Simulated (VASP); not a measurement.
A run of VASP 6.6.1:

INCAR

```
SYSTEM = GaSb3
PREC = Accurate
ENCUT = 520
EDIFF = 1E-6
ISMEAR = 0
SIGMA = 0.15
LREAL = .False.
LASPH = .True.
NELM = 100
ALGO = Normal
ISIF = 2
LWAVE = .False.
LCHARG = .False.
GGA = PE
IVDW = 12
NBANDS = 22
```

KPOINTS

```
Automatic mesh
0
Gamma
  12 12 12
  0 0 0
```

The input POSCAR:

```
GaSb3
1.0
    0.0000000000      3.6478901005      3.6478901005
    3.6478901005      0.0000000000      3.6478901005
    3.6478901005      3.6478901005      0.0000000000
Ga Sb
1 3
Direct
    0.0000000000      0.0000000000      0.0000000000
    0.2671331916      0.2328668084      0.2671331916
    0.7671331916      0.7328668084      0.7671331916
    0.5171331916      0.4828668084      0.5171331916
```

Potentials or basis: VASP PAW PBE potentials, release 64 (Ga_d, Sb).

Run with:

```console
$ cat potpaw_PBE.64/Ga_d/POTCAR potpaw_PBE.64/Sb/POTCAR > POTCAR
$ mpirun -np 1 vasp_std > vasp.out
```

Hardware: 1 thread of Intel Xeon 6975P-C (shared host).

How long does it take, and how much memory?

Wall time 4.2 min on 1 thread of Intel Xeon 6975P-C, on a shared host, peak memory 0.49 GiB. Counts: scf iterations 11, k points 163.
